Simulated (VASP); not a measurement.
HfScS3:

```
Hf Sc S
1.0
     4.42406    0.00000    0.00000
     0.00000    4.42406    0.00000
     0.00000    0.00000    4.47950
Hf Sc S
1 1 3
Direct
  0.50000 0.50000 0.51500
  0.00000 0.00000 0.00000
  0.50000 0.50000 0.97500
  0.00000 0.50000 0.48500
  0.50000 0.00000 0.48500
```

| Quantity | Value |
| --- | --- |
| Program | VASP 6.6.1 |
| Task | relaxation of cell and atoms |
| Functional | PBE |
| Potentials or basis | VASP PAW PBE potentials, release 64 (Hf_pv, Sc_sv, S) |
| Cutoff | 600 eV |
| k mesh | 4 × 4 × 4 |
| Occupations | gaussian, width 0.1 eV |
| Spin | no spin polarisation |

At the start: pressure 42.2 GPa; volume 17.53 Å³/atom.

**Question.** How do energy, volume and symmetry change on relaxing?

**Answer.** Over 42 steps the energy falls by 996.1 meV/atom and the volume is 25.43 Å³/atom (+45.0 %); space group P4mm (No. 99, to 0.05 Å).

Step by step:
```
step  energy change (eV)  largest force (eV/Å)  pressure (GPa)  volume (Å³)
   1              0.0000                7.2525           42.22        87.67
   3             -3.0568                2.9156            1.67       115.22
   5             -3.0725                2.7860            3.20       112.93
   7             -3.2653                0.7219           -2.01       118.92
   9             -3.3158                0.4355            0.14       115.57
  11             -3.3707                0.7864            0.47       115.11
  13             -3.5346                2.0857            4.43       112.84
  15             -3.5459                1.7302            3.61       113.17
  17             -3.5487                1.7512            3.66       113.16
  19             -3.5605                1.8460            3.86       113.14
  21             -3.5920                2.2477            4.76       113.03
  23             -3.5954                2.4614            5.26       112.97
  25             -3.7337                2.3019            5.05       113.64
  27             -4.2032                1.6716            4.55       116.71
  29             -4.3998                0.5947           -2.40       129.53
  31             -4.7286                0.7351            1.66       124.40
  33             -4.9477                0.7033           -0.72       127.68
  35             -4.9610                0.5714           -0.36       127.16
  37             -4.9776                0.1002            0.40       126.28
  39             -4.9791                0.0990            0.07       126.93
  41             -4.9800                0.0418           -0.11       127.30
  42             -4.9803                0.0370           -0.02       127.15
```

Final structure:
```
Hf Sc S
1.0
     5.02711    0.00000    0.00000
     0.00000    5.02711    0.00000
     0.00000    0.00000    5.03112
Hf Sc S
1 1 3
Cartesian
  2.5136 2.5136 2.2439
  0.0000 0.0000 1.5640
  2.5136 2.5136 4.6228
  0.0000 2.5136 1.9729
  2.5136 0.0000 1.9729
```

Caveat: the volume moved by over 15 % at a fixed basis, so the end points are rough.
